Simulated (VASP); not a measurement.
TaN: single point with LDA

TaN:

```xyz
2
Lattice="0.0000 2.1738 2.1738 2.1738 0.0000 2.1738 2.1738 2.1738 0.0000" Properties=species:S:1:pos:R:3 pbc="T T T"
Ta    2.1833    2.1738    2.1786
N    -0.1220    0.0000   -0.0610
```

This cell differs from its parent crystal: mode 4 frozen in at -0.122 Å and mode 6 at -0.061 Å (largest displacements).

```
Program                : VASP 6.6.1
Task                   : single point
Functional             : LDA
Potentials or basis    : VASP PAW LDA potentials, release 64 (Ta_pv, N)
Cutoff                 : 520 eV
k mesh                 : 18 × 18 × 18
Occupations            : gaussian, width 0.15 eV
Spin                   : no spin polarisation
Dipole correction      : no
Further INCAR settings : ALGO = Normal; EDIFF = 1e-06; NBANDS = 15
```

```
Pressure               : 6.3 GPa
Largest force          : 1.488 eV/Å
Band gap on the k mesh : zero (band 8 reaches 11.69 eV, above the bottom of band 9 at 7.97 eV)
```

Forces in eV/Å, atoms in the order of the input:
```
Ta  -1.345  0.000 -0.635
N    1.345  0.000  0.635
```

Stress tensor (GPa, compression positive):
```
11.93  0.00 -1.23
 0.00  2.19  0.00
-1.23  0.00  4.71
```

Levels at points of the mesh, in eV from the Fermi level:
| k point | band 5 | band 6 | band 7 | band 8 | band 9 | band 10 | band 11 | band 12 |
| --- | --- | --- | --- | --- | --- | --- | --- | --- |
| (0.00, 0.00, 0.00) | -4.42 | -4.36 | -4.23 | -2.17 | -1.59 | -1.55 | 0.21 | 0.67 |
| (0.50, 0.00, 0.00) | -10.55 | -7.73 | -7.64 | 1.90 | 1.97 | 2.17 | 3.86 | 7.51 |
| (0.00, 0.50, 0.00) | -10.51 | -7.80 | -7.75 | 1.94 | 2.03 | 2.23 | 4.11 | 7.70 |
| (0.50, 0.50, 0.00) | -6.55 | -6.31 | -4.68 | -3.88 | 2.38 | 3.78 | 3.80 | 4.87 |
| (0.00, 0.50, 0.50) | -6.50 | -5.88 | -4.63 | -4.37 | 2.30 | 3.78 | 3.78 | 4.71 |
| (0.50, 0.00, 0.50) | -6.57 | -6.42 | -4.72 | -3.73 | 2.42 | 3.79 | 3.80 | 4.89 |

It took 2 min on 1 thread of Intel(R) Xeon(R) 6975P-C (Granite Rapids), on a shared host, peak memory 0.54 GiB.

Caveat: the cell differs from its parent crystal (mode 4 frozen in at -0.122 Å and mode 6 at -0.061 Å (largest displacements)); spin-orbit coupling is left out, which moves the levels of the heavy elements; forces of over 1 eV/Å act on the atoms, so gaps and moduli don't describe the material at rest.
